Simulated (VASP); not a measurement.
# Ta2PbO3 (P-3m1) in VASP: a series of runs

The runs below take Ta2PbO3 through single point, relaxation of cell and atoms, with PBE.

Everything below comes from runs of VASP 6.6.1. Logs are shortened: lines on timing, memory, paths and dates and some standing lists are left out, and cuts for length are marked.

## Step 1: The cell of the first run

Symmetry: P-3m1, No. 164, trigonal system. Conventional cell: a = 3.644 Å, b = 3.644 Å, c = 7.643 Å, α = 90.00°, β = 90.00°, γ = 120.00°. Within 2.8 Å of Ta (site symmetry 3m) lie 7 O at 2.13 to 2.29 Å and 3 Ta at 2.78 Å. Pb (site symmetry -3m) has 8 O at 3.31 to 3.82 Å and 6 Ta at 3.59 Å and 6 Pb at 3.64 Å within 4.4 Å. O (site symmetry 3m) has 4 Ta at 2.13 to 2.17 Å and 3 O at 2.46 Å within 2.8 Å. O (site symmetry -3m) has 6 Ta at 2.29 Å and 6 O at 2.46 Å within 3.0 Å.

The cell was built from a structure type or drawn by symmetry, and may not be a known phase.

## Step 2: Single point, PBE

Input file INCAR:

```
PREC = Accurate ; ENCUT = 520
EDIFF = 1E-6 ; ISMEAR = 0
SIGMA = 0.2 ; LREAL = False
LASPH = True ; NELM = 60
ALGO = Normal ; ISIF = 2
LWAVE = False ; LCHARG = True
GGA = PE ; LELF = True
LVHAR = True ; NBANDS = 36
```

Input file KPOINTS:

```
regular mesh
0
Gamma
  5 5 3
```

Input file POSCAR:

```
Ta2PbO3
1.0
    3.6441935424      0.0000000000      0.0000000000
   -1.8220967712      3.1559641840      0.0000000000
    0.0000000000      0.0000000000      7.6430946482
Ta Pb O
2 1 3
Direct
    0.6666666667      0.3333333333      0.6186372863
    0.3333333333      0.6666666667      0.3813627137
    0.0000000000      0.0000000000      0.0000000000
    0.6666666667      0.3333333333      0.3343919337
    0.3333333333      0.6666666667      0.6656080663
    0.0000000000      0.0000000000      0.5000000000
```

Potentials or basis: VASP PAW PBE potentials, release 64 (Ta_pv, Pb_d, O).

On the command line:

```console
cat potpaw_PBE.64/Ta_pv/POTCAR potpaw_PBE.64/Pb_d/POTCAR potpaw_PBE.64/O/POTCAR > POTCAR
mpirun -np 1 vasp_std > vasp.out
```

OUTCAR:

```text
PREC = Accurate
   ENCUT = 520
   EDIFF = 1E-6
   ISMEAR = 0
   LREAL = False
   LASPH = True
   NELM = 60
   ISIF = 2
   GGA = PE

 ion  position               nearest neighbor table
   1  0.667  0.333  0.619-   5 2.13   5 2.13   5 2.13   4 2.17   6 2.29   6 2.29   6 2.29   2 2.78
                             2 2.78   2 2.78   3 3.59   3 3.59   3 3.59
   2  0.333  0.667  0.381-   4 2.13   4 2.13   4 2.13   5 2.17   6 2.29   6 2.29   6 2.29   1 2.78
                             1 2.78   1 2.78   3 3.59   3 3.59   3 3.59
   3  0.000  0.000  0.000-   1 3.59   2 3.59   2 3.59   1 3.59   1 3.59   2 3.59
   4  0.667  0.333  0.334-   2 2.13   2 2.13   2 2.13   1 2.17
   5  0.333  0.667  0.666-   1 2.13   1 2.13   1 2.13   2 2.17
   6  0.000  0.000  0.500-   1 2.29   2 2.29   2 2.29   1 2.29   1 2.29   2 2.29

  LATTYP: Found a hexagonal cell.
 ALAT       =     3.6441935424
 C/A-ratio  =     2.0973349959

  Lattice vectors:

 A1 = (   3.6441935424,   0.0000000000,   0.0000000000)
 A2 = (  -1.8220967712,   3.1559641840,   0.0000000000)
 A3 = (   0.0000000000,   0.0000000000,   7.6430946482)

Analysis of symmetry for initial positions (statically):
=====================================================================
 Subroutine PRICEL returns:
 Original cell was already a primitive cell.

 Routine SETGRP: Setting up the symmetry group for a
 hexagonal supercell.

 Subroutine GETGRP returns: Found 12 space group operations
 (whereof 12 operations were pure point group operations)
 out of a pool of 24 trial point group operations.

The static configuration has the point symmetry D_3d.

Analysis of symmetry for dynamics (positions and initial velocities):
=====================================================================
 Subroutine PRICEL returns:
 Original cell was already a primitive cell.

 Routine SETGRP: Setting up the symmetry group for a
 hexagonal supercell.

 Subroutine GETGRP returns: Found 12 space group operations
 (whereof 12 operations were pure point group operations)
 out of a pool of 24 trial point group operations.

The dynamic configuration has the point symmetry D_3d.

 Subroutine INISYM returns: Found 12 space group operations
 (whereof 12 operations are pure point group operations),
 and found     1 'primitive' translations

----------------------------------------------------------------------------------------

[... 89 lines left out ...]
   EDIFFG = 0.1E-04   stopping-criterion for IOM
   NSW    =      0    number of steps for IOM
   IBRION =     -1    ionic relax: 0-MD 1-quasi-New 2-CG
   NFREE  =      0    steps in history (QN), initial steepest desc. (CG)
   ISIF   =      2    stress and relaxation
   ISYM   =      2    0-nonsym 1-usesym 2-fastsym
   POTIM  = 0.5000    time-step for ionic-motion
   TEBEG  =    0.0;   TEEND  =   0.0 temperature during run
   PSTRESS=    0.0 pullay stress
   NELECT =      54.0000    total number of electrons
   NUPDOWN=      -1.0000    fix difference up-down
   EMIN   =  10.00;   EMAX   =-10.00  energy-range for DOS
   EFERMI =   0.00;   METHOD = LEGACY
   ISMEAR =     0;   SIGMA  =   0.20  broadening in eV -4-tet -1-fermi 0-gaus
   EFERMI_NEDOS =   21; number of points for ismear=-14 and -15
   IALGO  =     38    algorithm
   IMIX   =      4    mixing-type and parameters
     AMIX     =   0.40;   BMIX     =  1.00
     AMIX_MAG =   1.60;   BMIX_MAG =  1.00
  volume/ion in A,a.u.               =      14.65        98.87
  Fermi-wavevector in a.u.,A,eV,Ry     =   1.391677  2.629889 26.351293  1.936765
  Thomas-Fermi vector in A             =   2.515493
   LORBIT       =      0    0 simple, 1 ext, 2 COOP (PROOUT), +10 PAW based schemes
   GGA     = PE    functional components
   LHFCALC =     F    Hartree Fock is set to
   AEXX    =    0.0000 exact exchange contribution
   IVDW    =     0    specifies the selected vdW correction
   LEPSILON=     F    determine dielectric tensor
   LRPA    =     F    only Hartree local field effects (RPA)
 non-spin polarized calculation
 Gauss-broadening in eV      SIGMA  =   0.20
  energy-cutoff  :      520.00
  volume of cell :       87.90
 maximum number of plane-waves:      2381
 NGX is ok and might be reduce to    28
   NGX = 13   NGY = 13   NGZ = 29

 number of electron      54.0000012 magnetization

 Free energy of the ion-electron system (eV)
  ---------------------------------------------------
  ext. energy  EPLUGINS =         0.00000000
  ---------------------------------------------------
  free energy    TOTEN  =       -51.01520568 eV

  energy without entropy =      -50.98481640  energy(sigma->0) =      -51.00001104

 E-fermi :   6.9583     XC(G=0): -11.4820

 val. band max:        6.8171622736   @ k =   0.4000   0.2000   0.3333
 cond. band min:       7.0959158761   @ k =   0.4000   0.2000   0.0000
 fundamental gap:      0.2787536025
 Fermi energy:         6.9583033822

 k-point     1 :       0.0000    0.0000    0.0000
  band No.  band energies     occupation
      1     -29.3372      2.00000
      2     -29.3042      2.00000
      3     -29.3042      2.00000
      4     -28.9816      2.00000
      5     -28.9816      2.00000
      6     -28.7637      2.00000
[... 457 lines left out ...]
     35      10.2106      0.00000
     36      10.7024      0.00000

------------------------ aborting loop because EDIFF is reached ----------------------------------------

  FORCE on cell =-STRESS in cart. coord.  units (eV):
  Direction    XX          YY          ZZ          XY          YZ          ZX
  --------------------------------------------------------------------------------------
  -------------------------------------------------------------------------------------
  Total        0.4241695      0.4241695      0.3044400      0.0000000      0.0000000     -0.0000000
  in kB        7.7312067      7.7312067      5.5489346      0.0000000      0.0000000     -0.0000000
  external PRESSURE =       7.0037826 kB  Pullay stress =       0.0000000 kB

 VOLUME and BASIS-vectors are now :
 -----------------------------------------------------------------------------
  energy-cutoff  :      520.00
  volume of cell :       87.90
      direct lattice vectors                 reciprocal lattice vectors
     3.644193542  0.000000000  0.000000000     0.274409136  0.158430188  0.000000000
    -1.822096771  3.155964184  0.000000000     0.000000000  0.316860377  0.000000000
     0.000000000  0.000000000  7.643094648     0.000000000  0.000000000  0.130837056

 POSITION                                       TOTAL-FORCE (eV/Angst)
 -----------------------------------------------------------------------------------
      1.82210      1.05199      4.72830        -0.000000     -0.000000      0.062689
     -0.00000      2.10398      2.91479         0.000000      0.000000     -0.062689
      0.00000      0.00000      0.00000         0.000000      0.000000      0.000000
      1.82210      1.05199      2.55579        -0.000000      0.000000     -0.070784
     -0.00000      2.10398      5.08731         0.000000     -0.000000      0.070784
      0.00000      0.00000      3.82155         0.000000      0.000000      0.000000
 -----------------------------------------------------------------------------------
    total drift:                                0.000000     -0.000000      0.000000

  FREE ENERGIE OF THE ION-ELECTRON SYSTEM (eV)
  ---------------------------------------------------
  free  energy   TOTEN  =       -51.0152056768 eV

  energy  without entropy=      -50.9848163989  energy(sigma->0) =      -51.00001104
```

stdout:

```text
POSCAR found type information on POSCAR TaPbO
 POSCAR found :  3 types and       6 ions
 scaLAPACK will be used
 LDA part: xc-table for (Slater+PW92), standard interpolation
 POSCAR, INCAR and KPOINTS ok, starting setup
 FFT: planning ... GRIDC
 FFT: planning ... GRID_SOFT
 FFT: planning ... GRID
 WAVECAR not read
 entering main loop
```

Run time: 34 s. Hardware: 1 thread of Intel Xeon Platinum 8488C (Sapphire Rapids), shared host; peak memory 0.21 GiB.

What came out:

```yaml
Free_energy: -51.0152 eV
Pressure: 0.7 GPa
Largest_force: 0.071 eV/Å
Band_gap_on_the_k_mesh: 0.28 eV (least direct gap 0.39 eV)
```

Forces on the atoms (eV/Å):
```
Ta   0.000  0.000  0.063
Ta   0.000  0.000 -0.063
Pb   0.000  0.000  0.000
O    0.000  0.000 -0.071
O    0.000  0.000  0.071
O    0.000  0.000  0.000
```

Stress tensor (GPa, compression positive):
```
0.77 0.00 0.00
0.00 0.77 0.00
0.00 0.00 0.55
```

Caveat: spin-orbit coupling is left out, which moves the levels of the heavy elements; an odd mesh through Γ misses points on the zone boundary, where band edges can lie.

[end of part 1 of 2]
